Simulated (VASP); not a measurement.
Write the native input for VASP 6.6.1 that does the following.

```
Task                   : single point
Functional             : PBEsol
Potentials or basis    : VASP PAW PBE potentials, release 64 (Sr_sv)
Cutoff                 : 520 eV
k mesh                 : 12 × 12 × 8
Occupations            : gaussian, width 0.15 eV
Spin                   : no spin polarisation
Dipole correction      : no
Further INCAR settings : ALGO = Fast; EDIFF = 1e-06; NBANDS = 17
```

The structure of Sr lies in POSCAR:

```
Sr
1.0
    4.3413454729      0.0000000000      0.0000000000
   -2.1706727365      3.6325753296      0.0000000000
    0.0000000000      0.0000000000      6.8785266073
Sr
2
Direct
    0.2498914598      0.6666666667      0.2500000000
    0.7501085402      0.3333333333      0.7500000000
```

This cell differs from its parent crystal: atoms displaced along a vibrational mode, the cell strained.

These files were run (other wordings do the same):

INCAR

```
SYSTEM = Sr
  PREC = Accurate
  ENCUT = 520
  EDIFF = 1E-6
  ISMEAR = 0
  SIGMA = 0.15
  LREAL = .False.
  LASPH = .True.
  NELM = 100
  ALGO = Fast
  ISIF = 2
  LWAVE = .False.
  LCHARG = .False.
  GGA = PS
  NBANDS = 17
```

KPOINTS

```
Automatic mesh
0
Gamma
  12 12 8
  0 0 0
```

Potentials or basis: VASP PAW PBE potentials, release 64 (Sr_sv).

Command:

```bash
$ cat potpaw_PBE.64/Sr_sv/POTCAR > POTCAR
$ mpirun -np 1 vasp_std > vasp.out
```

Results of the run:

The pressure is -0.4 GPa and the largest force is 0.235 eV/Å. The band gap on the k mesh is zero (bands 10 and 11 overlap by 0.39 eV).

Caveat: the cell differs from its parent crystal (atoms displaced along a vibrational mode, the cell strained); the PAW data sets were made with another functional, which shifts forces and pressure a little.

Wall time 5.1 min on 1 thread of Intel(R) Xeon(R) 6975P-C (Granite Rapids) (shared host), peak memory 0.66 GiB.
